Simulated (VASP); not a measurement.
# Zn2Cd3S5 (I-4m2) in VASP: further runs

Zn2Cd3S5 is run at these levels: PBE; tasks: single point.

Everything below comes from runs of VASP 6.6.1. Logs are shortened: lines on timing, memory, paths and dates and some standing lists are left out, and cuts for length are marked.

## 1. The cell of the first run

The structure is tetragonal, space group I-4m2 (No. 119). The conventional cell has a = 4.035 Å, b = 4.035 Å, c = 28.918 Å, α = 90.00°, β = 90.00°, γ = 90.00°. Within 3.2 Å of Zn (site symmetry 2mm) lie 4 S at 2.39 Å. Cd (site symmetry 2mm) has 4 S at 2.55 Å within 3.4 Å. Within 3.4 Å of Cd (site symmetry -4m2) lie 4 S at 2.55 Å. S (site symmetry 2mm) has 2 Zn at 2.39 Å and 2 Cd at 2.55 Å within 3.2 Å. Within 3.2 Å of S (site symmetry 2mm) lie 2 Zn at 2.39 Å and 2 Cd at 2.55 Å. Within 3.4 Å of S (site symmetry -4m2) lie 4 Cd at 2.55 Å.

## 2. Single point, PBE

INCAR

```
SYSTEM = Zn2Cd3S5
  PREC = Accurate
  ENCUT = 520
  EDIFF = 1E-6
  ISMEAR = 0
  SIGMA = 0.1
  LREAL = .False.
  LASPH = .True.
  NELM = 60
  ALGO = Normal
  ISIF = 2
  LWAVE = .False.
  LCHARG = .False.
  GGA = PE
  NBANDS = 56
```

KPOINTS

```
Automatic mesh
0
Gamma
  4 4 4
  0 0 0
```

POSCAR

```
Zn2Cd3S5
1.0
    0.0000000000     -4.0348623811      0.0000000000
    4.0348623811      0.0000000000      0.0000000000
   -2.0174311906      2.0174311906     14.4589519390
Zn Cd S
2 3 5
Direct
    0.6518988176      0.1518988176      0.3037976352
    0.8481011824      0.3481011824      0.6962023648
    0.4462101193      0.9462101193      0.8924202385
    0.0537898807      0.5537898807      0.1075797615
    0.2500000000      0.7500000000      0.5000000000
    0.8040056965      0.8040056965      0.6080113930
    0.3921888678      0.3921888678      0.7843777356
    1.0000000000      1.0000000000      1.0000000000
    0.6078111322      0.6078111322      0.2156222644
    0.1959943035      0.1959943035      0.3919886070
```

Potentials or basis: VASP PAW PBE potentials, release 64 (Zn, Cd, S).

Launch:

```
cat potpaw_PBE.64/Zn/POTCAR potpaw_PBE.64/Cd/POTCAR potpaw_PBE.64/S/POTCAR > POTCAR
mpirun -np 1 vasp_std > vasp.out
```

OUTCAR:

```text
SYSTEM = Zn2Cd3S5
   PREC = Accurate
   ENCUT = 520
   EDIFF = 1E-6
   ISMEAR = 0
   LREAL = .False.
   LASPH = .True.
   NELM = 60
   ISIF = 2
   GGA = PE

 ion  position               nearest neighbor table
   1  0.652  0.152  0.304-   9 2.39   9 2.39  10 2.39  10 2.39
   2  0.848  0.348  0.696-   7 2.39   7 2.39   6 2.39   6 2.39
   3  0.446  0.946  0.892-   8 2.55   8 2.55   7 2.55   7 2.55
   4  0.054  0.554  0.108-   8 2.55   8 2.55   9 2.55   9 2.55
   5  0.250  0.750  0.500-   6 2.55  10 2.55  10 2.55   6 2.55
   6  0.804  0.804  0.608-   2 2.39   2 2.39   5 2.55   5 2.55
   7  0.392  0.392  0.784-   2 2.39   2 2.39   3 2.55   3 2.55
   8  0.000  0.000  0.000-   4 2.55   3 2.55   4 2.55   3 2.55
   9  0.608  0.608  0.216-   1 2.39   1 2.39   4 2.55   4 2.55
  10  0.196  0.196  0.392-   1 2.39   1 2.39   5 2.55   5 2.55

  LATTYP: Found a body centered tetragonal cell.
 ALAT       =     4.0348623811
 C/A-ratio  =     7.1670112005

  Lattice vectors:

 A1 = (  -2.0174311905,  -2.0174311906, -14.4589519390)
 A2 = (   2.0174311906,   2.0174311905, -14.4589519390)
 A3 = (   2.0174311905,  -2.0174311905,  14.4589519390)

Analysis of symmetry for initial positions (statically):
=====================================================================
 Subroutine PRICEL returns:
 Original cell was already a primitive cell.

 Routine SETGRP: Setting up the symmetry group for a
 body centered tetragonal supercell.

 Subroutine GETGRP returns: Found  8 space group operations
 (whereof  8 operations were pure point group operations)
 out of a pool of 16 trial point group operations.

The static configuration has the point symmetry D_2d.

Analysis of symmetry for dynamics (positions and initial velocities):
=====================================================================
 Subroutine PRICEL returns:
 Original cell was already a primitive cell.

 Routine SETGRP: Setting up the symmetry group for a
 body centered tetragonal supercell.

 Subroutine GETGRP returns: Found  8 space group operations
 (whereof  8 operations were pure point group operations)
 out of a pool of 16 trial point group operations.

The dynamic configuration has the point symmetry D_2d.

 Subroutine INISYM returns: Found  8 space group operations
 (whereof  8 operations are pure point group operations),
 and found     1 'primitive' translations

[... 103 lines left out ...]
   NFREE  =      0    steps in history (QN), initial steepest desc. (CG)
   ISIF   =      2    stress and relaxation
   ISYM   =      2    0-nonsym 1-usesym 2-fastsym
   POTIM  = 0.5000    time-step for ionic-motion
   TEBEG  =    0.0;   TEEND  =   0.0 temperature during run
   PSTRESS=    0.0 pullay stress
   NELECT =      90.0000    total number of electrons
   NUPDOWN=      -1.0000    fix difference up-down
   EMIN   =  10.00;   EMAX   =-10.00  energy-range for DOS
   EFERMI =   0.00;   METHOD = LEGACY
   ISMEAR =     0;   SIGMA  =   0.10  broadening in eV -4-tet -1-fermi 0-gaus
   EFERMI_NEDOS =   21; number of points for ismear=-14 and -15
   IALGO  =     38    algorithm
   IMIX   =      4    mixing-type and parameters
     AMIX     =   0.40;   BMIX     =  1.00
     AMIX_MAG =   1.60;   BMIX_MAG =  1.00
  volume/ion in A,a.u.               =      23.54       158.85
  Fermi-wavevector in a.u.,A,eV,Ry     =   1.188204  2.245379 19.209088  1.411828
  Thomas-Fermi vector in A             =   2.324338
   LORBIT       =      0    0 simple, 1 ext, 2 COOP (PROOUT), +10 PAW based schemes
   GGA     = PE    functional components
   LHFCALC =     F    Hartree Fock is set to
   AEXX    =    0.0000 exact exchange contribution
   IVDW    =     0    specifies the selected vdW correction
   LEPSILON=     F    determine dielectric tensor
   LRPA    =     F    only Hartree local field effects (RPA)
 non-spin polarized calculation
 Gauss-broadening in eV      SIGMA  =   0.10
  energy-cutoff  :      520.00
  volume of cell :      235.39
 maximum number of plane-waves:      6382
   NGX = 15   NGY = 15   NGZ = 55

 number of electron      90.0000015 magnetization

 Free energy of the ion-electron system (eV)
  ---------------------------------------------------
  ext. energy  EPLUGINS =         0.00000000
  ---------------------------------------------------
  free energy    TOTEN  =       -31.92194423 eV

  energy without entropy =      -31.92194423  energy(sigma->0) =      -31.92194423

 E-fermi :   1.7704     XC(G=0):  -9.1717

 val. band max:        1.3450051401   @ k =   0.0000   0.0000   0.0000
 cond. band min:       2.6267144327   @ k =   0.0000   0.0000   0.0000
 fundamental gap:      1.2817092927
 Fermi energy:         1.7704481902

 k-point     1 :       0.0000    0.0000    0.0000
  band No.  band energies     occupation
      1     -11.1518      2.00000
      2     -11.0030      2.00000
      3     -10.7290      2.00000
      4     -10.4249      2.00000
      5     -10.3843      2.00000
      6      -6.2965      2.00000
[... 756 lines left out ...]
     55       7.4260      0.00000
     56       8.1407      0.00000

------------------------ aborting loop because EDIFF is reached ----------------------------------------

  FORCE on cell =-STRESS in cart. coord.  units (eV):
  Direction    XX          YY          ZZ          XY          YZ          ZX
  --------------------------------------------------------------------------------------
  -------------------------------------------------------------------------------------
  Total        0.4777617      0.4777617      0.3180407      0.0000000      0.0000000     -0.0000000
  in kB        3.2518283      3.2518283      2.1647065      0.0000000      0.0000000     -0.0000000
  external PRESSURE =       2.8894544 kB  Pullay stress =       0.0000000 kB

 VOLUME and BASIS-vectors are now :
 -----------------------------------------------------------------------------
  energy-cutoff  :      520.00
  volume of cell :      235.39
      direct lattice vectors                 reciprocal lattice vectors
     0.000000000 -4.034862381  0.000000000     0.000000000 -0.247839927  0.034580653
     4.034862381  0.000000000  0.000000000     0.247839927  0.000000000  0.034580653
    -2.017431191  2.017431191 14.458951939     0.000000000  0.000000000  0.069161306

 POSITION                                       TOTAL-FORCE (eV/Angst)
 -----------------------------------------------------------------------------------
     -0.00000     -2.01743      4.39260        -0.000000      0.000000      0.000676
     -0.00000     -2.01743     10.06636         0.000000     -0.000000     -0.000676
      2.01743     -0.00000     12.90346         0.000000     -0.000000     -0.002488
      2.01743      0.00000      1.55549        -0.000000      0.000000      0.002488
      2.01743      0.00000      7.22948         0.000000      0.000000     -0.000000
      2.01743     -2.01743      8.79121        -0.000000      0.000000      0.028252
     -0.00000      0.00000     11.34128         0.000000     -0.000000     -0.028460
      0.00000      0.00000      0.00000         0.000000      0.000000     -0.000000
      2.01743     -2.01743      3.11767        -0.000000      0.000000      0.028460
     -0.00000      0.00000      5.66774         0.000000     -0.000000     -0.028252
 -----------------------------------------------------------------------------------
    total drift:                               -0.000000     -0.000000      0.000000

  FREE ENERGIE OF THE ION-ELECTRON SYSTEM (eV)
  ---------------------------------------------------
  free  energy   TOTEN  =       -31.9219442303 eV

  energy  without entropy=      -31.9219442303  energy(sigma->0) =      -31.92194423
```

OSZICAR:

```text
N       E                     dE             d eps       ncg     rms          rms(c)
DAV:   1     0.771234314241E+03    0.77123E+03   -0.41344E+04  1456   0.164E+03
DAV:   2     0.580930941629E+02   -0.71314E+03   -0.68433E+03  1472   0.419E+02
DAV:   3    -0.307129774640E+02   -0.88806E+02   -0.87318E+02  1664   0.140E+02
DAV:   4    -0.344369494998E+02   -0.37240E+01   -0.37074E+01  1712   0.282E+01
DAV:   5    -0.344936989580E+02   -0.56749E-01   -0.56724E-01  1704   0.366E+00    0.159E+01
DAV:   6    -0.318945869948E+02    0.25991E+01   -0.49853E+00  2000   0.303E+01    0.123E+01
DAV:   7    -0.320213375987E+02   -0.12675E+00   -0.49566E+00  1720   0.931E+00    0.505E+00
DAV:   8    -0.319211666894E+02    0.10017E+00   -0.78152E-01  1768   0.605E+00    0.121E+00
DAV:   9    -0.319205350130E+02    0.63168E-03   -0.64808E-02  1648   0.198E+00    0.317E-01
DAV:  10    -0.319212597944E+02   -0.72478E-03   -0.52773E-03  1624   0.396E-01    0.195E-01
DAV:  11    -0.319219037873E+02   -0.64399E-03   -0.11304E-03  1696   0.219E-01    0.586E-02
DAV:  12    -0.319219308996E+02   -0.27112E-04   -0.22365E-04  1648   0.852E-02    0.239E-02
DAV:  13    -0.319219403263E+02   -0.94267E-05   -0.31537E-05  1688   0.269E-02    0.162E-02
DAV:  14    -0.319219436805E+02   -0.33542E-05   -0.63965E-06  1608   0.134E-02    0.105E-02
DAV:  15    -0.319219442303E+02   -0.54985E-06   -0.13314E-06  1152   0.523E-03
   1 F= -.31921944E+02 E0= -.31921944E+02  d E =-.246359E-10
```

stdout:

```text
POSCAR found type information on POSCAR ZnCdS
 POSCAR found :  3 types and      10 ions
 scaLAPACK will be used
 LDA part: xc-table for (Slater+PW92), standard interpolation
 POSCAR, INCAR and KPOINTS ok, starting setup
 FFT: planning ... GRIDC
 FFT: planning ... GRID_SOFT
 FFT: planning ... GRID
 WAVECAR not read
 entering main loop
```

Wall time 1.7 min (1 thread of Intel Xeon 6975P-C (Granite Rapids), shared host); peak memory 0.38 GiB.

Results:

- Free energy: -31.9219 eV
- Pressure: 0.3 GPa
- Largest force: 0.028 eV/Å
- Band gap on the k mesh: 1.28 eV

Forces in eV/Å, atoms in the order of the input:
```
Zn   0.000  0.000  0.001
Zn   0.000  0.000 -0.001
Cd   0.000  0.000 -0.002
Cd   0.000  0.000  0.002
Cd   0.000  0.000  0.000
S    0.000  0.000  0.028
S    0.000  0.000 -0.028
S    0.000  0.000  0.000
S    0.000  0.000  0.028
S    0.000  0.000 -0.028
```

(Continued in part 2 of 2.)
